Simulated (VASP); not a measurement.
Wanted: the native input for a VASP 6.6.1 run.

```yaml
Task: single point
Functional: PBE
Potentials_or_basis: VASP PAW PBE potentials, release 64 (Nb_sv, H)
Cutoff: 400 eV
k_mesh: 5 × 3 × 4
Occupations: fermi-dirac, width 0.1 eV
Spin: no spin polarisation
Dipole_correction: no
Further_INCAR_settings: ALGO = Normal; EDIFF = 1e-06; NBANDS = 24
```

The structure of NbH2 lies in POSCAR:

```
NbH2
1.0
    2.9144450000     -0.2364740000     -0.7049960000
    0.0833770000      4.1366690000      2.5903480000
   -0.0150770000     -0.5989040000      3.8066040000
Nb H
2 4
Direct
    0.0194561905      0.9421273407      0.7478111366
    0.3912179739      0.3693134449      0.1041662762
    0.4071866099      0.9317036561      0.1730871477
    0.1851553786      0.5105335777      0.4106868404
    0.3788093050      0.6954960951      0.5694277960
    0.7547537104      0.3701408131      0.6977786058
```

These files were run (other wordings do the same):

INCAR

```
SYSTEM = NbH2
  PREC = Accurate
  ENCUT = 400
  EDIFF = 1E-6
  ISMEAR = -1
  SIGMA = 0.1
  LREAL = .False.
  LASPH = .True.
  NELM = 120
  ALGO = Normal
  ISIF = 2
  LWAVE = .False.
  LCHARG = .False.
  GGA = PE
  NBANDS = 24
  GGA_COMPAT = .False.
```

KPOINTS

```
Automatic mesh
0
Gamma
  5 3 4
  0 0 0
```

Potentials or basis: VASP PAW PBE potentials, release 64 (Nb_sv, H).

The run is started by

```sh
$ cat potpaw_PBE.64/Nb_sv/POTCAR potpaw_PBE.64/H/POTCAR > POTCAR
$ mpirun -np 1 vasp_std > vasp.out
```

Results of the run:

```json
{
 "Pressure": "-0.5 GPa",
 "Largest force": "2.514 eV/Å",
 "Band gap on the k mesh": "zero (band 15 reaches 9.35 eV, above the bottom of band 16 at 8.48 eV)"
}
```

Caveat: the k points lie up to 0.47 Å⁻¹ apart.

It took 45 s on 1 thread of Intel Xeon 8259CL, on a shared host, peak memory 0.16 GiB.
